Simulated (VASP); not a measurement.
# RbNa3Te2 (P-3m1) in VASP: notebook

Aim: see how the results for RbNa3Te2 move with the level of theory and the settings. Levels: PBEsol, PBE. Tasks: single point.

Program: VASP 6.6.1. These are calculated values, not measurements. Logs are shortened: lines on timing, memory, paths and dates and some standing lists are left out, and cuts for length are marked.

## 1. The cell of the first run

The structure is trigonal, space group P-3m1 (No. 164). Conventional cell: a = 5.255 Å, b = 5.255 Å, c = 8.627 Å, α = 90.00°, β = 90.00°, γ = 120.00°. Within 5.3 Å of Rb (site symmetry -3m) lie 6 Te at 3.90 Å and 8 Na at 4.22 to 4.31 Å and 6 Rb at 5.26 Å. Na (site symmetry 3m) has 4 Te at 3.07 to 3.24 Å and 6 Na at 3.33 to 4.09 Å and 3 Rb at 4.22 Å within 4.3 Å. Within 4.4 Å of Na (site symmetry -3m) lie 6 Na at 3.33 Å and 6 Te at 3.56 Å and 2 Rb at 4.31 Å. Te (site symmetry 3m) has 7 Na at 3.07 to 3.56 Å and 3 Rb at 3.90 Å within 4.0 Å.

## 2. Single point, PBEsol

File INCAR:

```
ALGO = Normal ; EDIFF = 1E-6
ENCUT = 520 ; GGA = PS
ISIF = 2 ; ISMEAR = 0
LASPH = T ; LCHARG = T
LELF = T ; LREAL = F
LVHAR = T ; LWAVE = F
NBANDS = 30 ; NELM = 60
PREC = Accurate ; SIGMA = 0.02
```

File KPOINTS:

```
k-points
0
Gamma
  6 6 4
```

File POSCAR:

```
RbNa3Te2
1.0
    5.2553253354      0.0000000000      0.0000000000
   -2.6276626677      4.5512452456      0.0000000000
    0.0000000000      0.0000000000      8.6270922240
Rb Na Te
1 3 2
Direct
    0.0000000000      0.0000000000      0.0000000000
    0.3333333333      0.6666666667      0.3406227343
    0.6666666667      0.3333333333      0.6593772657
    0.0000000000      0.0000000000      0.5000000000
    0.3333333333      0.6666666667      0.7158102127
    0.6666666667      0.3333333333      0.2841897873
```

Potentials or basis: VASP PAW PBE potentials, release 64 (Rb_sv, Na_pv, Te).

Run with:

```
cat potpaw_PBE.64/Rb_sv/POTCAR potpaw_PBE.64/Na_pv/POTCAR potpaw_PBE.64/Te/POTCAR > POTCAR
mpirun -np 1 vasp_std > vasp.out
```

OUTCAR:

```text
EDIFF = 1E-6
   ENCUT = 520
   GGA = PS
   ISIF = 2
   ISMEAR = 0
   LASPH = T
   LREAL = F
   NELM = 60
   PREC = Accurate

 ion  position               nearest neighbor table
   1  0.000  0.000  0.000-   5 3.90   6 3.90   5 3.90   6 3.90   6 3.90   5 3.90   2 4.22   3 4.22
                             2 4.22   3 4.22   2 4.22   3 4.22
   2  0.333  0.667  0.341-   6 3.07   6 3.07   6 3.07   5 3.24   1 4.22   1 4.22   1 4.22
   3  0.667  0.333  0.659-   5 3.07   5 3.07   5 3.07   6 3.24   1 4.22   1 4.22   1 4.22
   4  0.000  0.000  0.500-
   5  0.333  0.667  0.716-   3 3.07   3 3.07   3 3.07   2 3.24   1 3.90   1 3.90   1 3.90
   6  0.667  0.333  0.284-   2 3.07   2 3.07   2 3.07   3 3.24   1 3.90   1 3.90   1 3.90

  LATTYP: Found a hexagonal cell.
 ALAT       =     5.2553253354
 C/A-ratio  =     1.6415905150

  Lattice vectors:

 A1 = (   5.2553253354,   0.0000000000,   0.0000000000)
 A2 = (  -2.6276626677,   4.5512452456,   0.0000000000)
 A3 = (   0.0000000000,   0.0000000000,   8.6270922240)

Analysis of symmetry for initial positions (statically):
=====================================================================
 Subroutine PRICEL returns:
 Original cell was already a primitive cell.

 Routine SETGRP: Setting up the symmetry group for a
 hexagonal supercell.

 Subroutine GETGRP returns: Found 12 space group operations
 (whereof 12 operations were pure point group operations)
 out of a pool of 24 trial point group operations.

The static configuration has the point symmetry D_3d.

Analysis of symmetry for dynamics (positions and initial velocities):
=====================================================================
 Subroutine PRICEL returns:
 Original cell was already a primitive cell.

 Routine SETGRP: Setting up the symmetry group for a
 hexagonal supercell.

 Subroutine GETGRP returns: Found 12 space group operations
 (whereof 12 operations were pure point group operations)
 out of a pool of 24 trial point group operations.

The dynamic configuration has the point symmetry D_3d.

 Subroutine INISYM returns: Found 12 space group operations
 (whereof 12 operations are pure point group operations),
 and found     1 'primitive' translations

----------------------------------------------------------------------------------------

                                     Primitive cell

  volume of cell :     206.3452

  direct lattice vectors                    reciprocal lattice vectors
     5.255325335  0.000000000  0.000000000     0.190283177  0.109860043  0.000000000
    -2.627662668  4.551245246  0.000000000     0.000000000  0.219720087  0.000000000
     0.000000000  0.000000000  8.627092224     0.000000000  0.000000000  0.115913911

  length of vectors
     5.255325335  5.255325335  8.627092224     0.219720087  0.219720087  0.115913911

  position of ions in fractional coordinates (direct lattice)
     0.000000000  0.000000000  0.000000000
     0.333333333  0.666666667  0.340622734
     0.666666667  0.333333333  0.659377266
     0.000000000  0.000000000  0.500000000
     0.333333333  0.666666667  0.715810213
     0.666666667  0.333333333  0.284189787

  ion indices of the primitive-cell ions
   primitive index   ion index
                 1           1
                 2           2
                 3           3
                 4           4
                 5           5
                 6           6

----------------------------------------------------------------------------------------

 KPOINTS: k-points

Automatic generation of k-mesh.
 Grid dimensions read from file:
 generate k-points for:    6    6    4

 Generating k-lattice:

  Cartesian coordinates                     Fractional coordinates (reciprocal lattice)
     0.031713863  0.018310007  0.000000000     0.166666667  0.000000000  0.000000000
     0.000000000  0.036620014  0.000000000     0.000000000  0.166666667  0.000000000
     0.000000000  0.000000000  0.028978478     0.000000000  0.000000000  0.250000000

  Length of vectors
     0.036620014  0.036620014  0.028978478

  Shift w.r.t. Gamma in fractional coordinates (k-lattice)
     0.000000000  0.000000000  0.000000000

 Subroutine IBZKPT returns following result:
 ===========================================

 Found     24 irreducible k-points:

 Following reciprocal coordinates:
            Coordinates               Weight
  0.000000  0.000000  0.000000      1.000000
  0.166667  0.000000  0.000000      6.000000
  0.333333  0.000000  0.000000      6.000000
  0.500000  0.000000  0.000000      3.000000
  0.166667  0.166667  0.000000      6.000000
  0.333333  0.166667  0.000000     12.000000
[... 16 lines left out ...]
  0.333333  0.166667  0.500000     12.000000
  0.333333  0.333333  0.500000      2.000000
   k-points           NKPTS =     24   k-points in BZ     NKDIM =     24   number of bands    NBANDS=     30
   number of dos      NEDOS =    301   number of ions     NIONS =      6
   total plane-waves  NPLWV = 102400
   dimension x,y,z NGX =    40 NGY =   40 NGZ =   64
   dimension x,y,z NGXF=    80 NGYF=   80 NGZF=  128
   ions per type =               1   3   2
   NGX,Y,Z   is equivalent  to a cutoff of  12.65, 12.65, 12.33 a.u.
   NGXF,Y,Z  is equivalent  to a cutoff of  25.31, 25.31, 24.67 a.u.
 SYSTEM =  unknown system
   PREC   = accura    normal or accurate (medium, high low for compatibility)
   ISTART =      0    job   : 0-new  1-cont  2-samecut
   ICHARG =      2    charge: 1-file 2-atom 10-const
   ISPIN  =      1    spin polarized calculation?
   LNONCOLLINEAR =      F non collinear calculations
   LSORBIT =      F    spin-orbit coupling
   LASPH  =      T    aspherical Exc in radial PAW
   ENCUT  =  520.0 eV  38.22 Ry    6.18 a.u.   9.77  9.77 16.04*2*pi/ulx,y,z
   NELM   =     60;   NELMIN=  2; NELMDL= -5     # of ELM steps
   EDIFF  = 0.1E-05   stopping-criterion for ELM
   LREAL  =      F    real-space projection
   EDIFFG = 0.1E-04   stopping-criterion for IOM
   NSW    =      0    number of steps for IOM
   IBRION =     -1    ionic relax: 0-MD 1-quasi-New 2-CG
   NFREE  =      0    steps in history (QN), initial steepest desc. (CG)
   ISIF   =      2    stress and relaxation
   ISYM   =      2    0-nonsym 1-usesym 2-fastsym
   POTIM  = 0.5000    time-step for ionic-motion
   TEBEG  =    0.0;   TEEND  =   0.0 temperature during run
   PSTRESS=    0.0 pullay stress
   NELECT =      42.0000    total number of electrons
   NUPDOWN=      -1.0000    fix difference up-down
   EMIN   =  10.00;   EMAX   =-10.00  energy-range for DOS
   EFERMI =   0.00;   METHOD = LEGACY
   ISMEAR =     0;   SIGMA  =   0.02  broadening in eV -4-tet -1-fermi 0-gaus
   EFERMI_NEDOS =   21; number of points for ismear=-14 and -15
   IALGO  =     38    algorithm
   IMIX   =      4    mixing-type and parameters
     AMIX     =   0.40;   BMIX     =  1.00
     AMIX_MAG =   1.60;   BMIX_MAG =  1.00
  volume/ion in A,a.u.               =      34.39       232.08
  Fermi-wavevector in a.u.,A,eV,Ry     =   0.963000  1.819807 12.617634  0.927370
  Thomas-Fermi vector in A             =   2.092508
   LORBIT       =      0    0 simple, 1 ext, 2 COOP (PROOUT), +10 PAW based schemes
   GGA     = PS    functional components
   LHFCALC =     F    Hartree Fock is set to
   AEXX    =    0.0000 exact exchange contribution
   IVDW    =     0    specifies the selected vdW correction
   LEPSILON=     F    determine dielectric tensor
   LRPA    =     F    only Hartree local field effects (RPA)
 non-spin polarized calculation
 Gauss-broadening in eV      SIGMA  =   0.02
  energy-cutoff  :      520.00
  volume of cell :      206.35
 maximum number of plane-waves:      5601
 NGX is ok and might be reduce to    40
   NGX = 19   NGY = 19   NGZ = 33

 number of electron      42.0000015 magnetization

 Free energy of the ion-electron system (eV)
  ---------------------------------------------------
  ext. energy  EPLUGINS =         0.00000000
  ---------------------------------------------------
  free energy    TOTEN  =       -17.73217918 eV

  energy without entropy =      -17.73217918  energy(sigma->0) =      -17.73217918

 E-fermi :   1.1850     XC(G=0):  -7.6453

 val. band max:        1.0501593587   @ k =   0.0000   0.0000   0.0000
 cond. band min:       2.6541005875   @ k =   0.0000   0.0000   0.0000
 fundamental gap:      1.6039412289
 Fermi energy:         1.1849749176

 k-point     1 :       0.0000    0.0000    0.0000
  band No.  band energies     occupation
      1     -25.3932      2.00000
      2     -22.6992      2.00000
      3     -22.6967      2.00000
      4     -22.6967      2.00000
      5     -22.0055      2.00000
      6     -22.0007      2.00000
[... 22 lines left out ...]
     29       6.4398      0.00000
     30       6.4398      0.00000

 k-point     2 :       0.1667    0.0000    0.0000
  band No.  band energies     occupation
      1     -25.3928      2.00000
      2     -22.6992      2.00000
      3     -22.6968      2.00000
      4     -22.6968      2.00000
      5     -22.0052      2.00000
      6     -22.0014      2.00000
[... 22 lines left out ...]
     29       6.4757      0.00000
     30       6.8033      0.00000

 k-point     3 :       0.3333    0.0000    0.0000
  band No.  band energies     occupation
      1     -25.3920      2.00000
      2     -22.6994      2.00000
      3     -22.6972      2.00000
      4     -22.6970      2.00000
      5     -22.0047      2.00000
      6     -22.0025      2.00000
[... 22 lines left out ...]
     29       7.1577      0.00000
     30       7.4484      0.00000

 k-point     4 :       0.5000    0.0000    0.0000
  band No.  band energies     occupation
      1     -25.3916      2.00000
      2     -22.6995      2.00000
      3     -22.6973      2.00000
      4     -22.6972      2.00000
      5     -22.0040      2.00000
      6     -22.0035      2.00000
[... 616 lines left out ...]
     29       6.7166      0.00000
     30       7.4476      0.00000

 k-point    23 :       0.3333    0.1667    0.5000
  band No.  band energies     occupation
      1     -25.3916      2.00000
      2     -22.6994      2.00000
      3     -22.6973      2.00000
      4     -22.6972      2.00000
      5     -22.0041      2.00000
      6     -22.0031      2.00000
[... 22 lines left out ...]
     29       7.1341      0.00000
     30       7.8197      0.00000

 k-point    24 :       0.3333    0.3333    0.5000
  band No.  band energies     occupation
      1     -25.3914      2.00000
      2     -22.6995      2.00000
      3     -22.6973      2.00000
      4     -22.6973      2.00000
      5     -22.0035      2.00000
      6     -22.0035      2.00000
[... 22 lines left out ...]
     29       6.8542      0.00000
     30       7.2661      0.00000

------------------------ aborting loop because EDIFF is reached ----------------------------------------

  FORCE on cell =-STRESS in cart. coord.  units (eV):
  Direction    XX          YY          ZZ          XY          YZ          ZX
  --------------------------------------------------------------------------------------
  -------------------------------------------------------------------------------------
  Total       -0.9324883     -0.9324883     -0.9765703      0.0000000      0.0000000      0.0000000
  in kB       -7.2403520     -7.2403520     -7.5826292      0.0000000      0.0000000      0.0000000
  external PRESSURE =      -7.3544444 kB  Pullay stress =       0.0000000 kB

 VOLUME and BASIS-vectors are now :
 -----------------------------------------------------------------------------
  energy-cutoff  :      520.00
  volume of cell :      206.35
      direct lattice vectors                 reciprocal lattice vectors
     5.255325335  0.000000000  0.000000000     0.190283177  0.109860043  0.000000000
    -2.627662668  4.551245246  0.000000000     0.000000000  0.219720087  0.000000000
     0.000000000  0.000000000  8.627092224     0.000000000  0.000000000  0.115913911

 POSITION                                       TOTAL-FORCE (eV/Angst)
 -----------------------------------------------------------------------------------
      0.00000      0.00000      0.00000        -0.000000      0.000000      0.000000
     -0.00000      3.03416      2.93858        -0.000000      0.000000     -0.005667
      2.62766      1.51708      5.68851         0.000000      0.000000      0.005667
      0.00000      0.00000      4.31355        -0.000000      0.000000      0.000000
     -0.00000      3.03416      6.17536         0.000000      0.000000     -0.023700
      2.62766      1.51708      2.45173        -0.000000     -0.000000      0.023700
 -----------------------------------------------------------------------------------
    total drift:                               -0.000000      0.000000     -0.000000

  FREE ENERGIE OF THE ION-ELECTRON SYSTEM (eV)
  ---------------------------------------------------
  free  energy   TOTEN  =       -17.7321791781 eV

  energy  without entropy=      -17.7321791781  energy(sigma->0) =      -17.73217918
```

It took 2.5 min on 1 thread of Intel Xeon Platinum 8259CL at 2.50GHz (Skylake/Cascade Lake), shared host; peak memory 0.38 GiB.

Results:

- Free energy: -17.7322 eV
- Pressure: -0.7 GPa
- Largest force: 0.024 eV/Å
- Band gap on the k mesh: 1.60 eV

Forces on the atoms (eV/Å):
```
Rb   0.000  0.000  0.000
Na   0.000  0.000 -0.006
Na   0.000  0.000  0.006
Na   0.000  0.000  0.000
Te   0.000  0.000 -0.024
Te   0.000  0.000  0.024
```

Levels at points of the mesh, in eV from the valence-band top:
| k point | band 18 | band 19 | band 20 | band 21 | band 22 | band 23 | band 24 | band 25 |
| --- | --- | --- | --- | --- | --- | --- | --- | --- |
| (0.00, 0.00, 0.00) | -0.59 | -0.25 | -0.25 | 0.00 | 1.60 | 3.06 | 4.14 | 4.88 |
| (0.50, 0.00, 0.00) | -0.90 | -0.80 | -0.53 | -0.50 | 2.56 | 3.55 | 4.25 | 4.96 |
| (0.00, 0.00, 0.50) | -0.49 | -0.49 | -0.37 | -0.37 | 2.63 | 2.82 | 4.17 | 4.41 |
| (0.50, 0.00, 0.50) | -0.93 | -0.70 | -0.45 | -0.33 | 2.79 | 3.35 | 3.56 | 4.46 |

Caveat: the PAW data sets were made with another functional, which shifts forces and pressure a little; spin-orbit coupling is left out, which moves the levels of the heavy elements. A k mesh can miss the band edges.

(Continued in part 2 of 2.)
